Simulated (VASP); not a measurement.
Here is a VASP 6.6.1 calculation.

File INCAR:

```
SYSTEM = CuO
ALGO = Normal
EDIFF = 1E-6
ENCUT = 520
GGA = PE
ISIF = 2
ISMEAR = 0
LASPH = .True.
LCHARG = .False.
LREAL = .False.
LWAVE = .False.
NBANDS = 25
NELM = 60
PREC = Accurate
SIGMA = 0.019000000000000003
```

KPOINTS

```
k-points
0
Gamma
  10 10 5
  0 0 0
```

Contents of POSCAR:

```
CuO
1.0
    2.3418500000     -1.7113000000      0.0000000000
    2.3418500000      1.7113000000      0.0000000000
   -0.8500274268      0.0000000000      5.0578693947
Cu O
2 2
Direct
    0.5000000000      0.0000000000      0.5000000000
    0.0000000000      0.5000000000      0.0000000000
    0.4184000000      0.5816000000      0.7500000000
    0.5816000000      0.4184000000      0.2500000000
```

Potentials or basis: VASP PAW PBE potentials, release 64 (Cu, O).

Launch:

```sh
$ cat potpaw_PBE.64/Cu/POTCAR potpaw_PBE.64/O/POTCAR > POTCAR
$ mpirun -np 1 vasp_std > vasp.out
```

Question: Predict the band gap on the k mesh.

Answer: Zero (bands 17 and 18 overlap by 0.60 eV).

Question: What does it give for the pressure?

Answer: 6.4 GPa.

Forces on the atoms (eV/Å):
```
Cu   0.000  0.000  0.000
Cu   0.000  0.000  0.000
O    0.000 -0.218  0.000
O    0.000  0.218  0.000
```

Caveat: the cell stands under pressure; semilocal functionals often make such compounds metallic where correlation or magnetic order opens a gap, which also shifts bond lengths. With open d or f shells a metallic result of PBE can be an artefact of self-interaction; +U or a hybrid may open a gap.
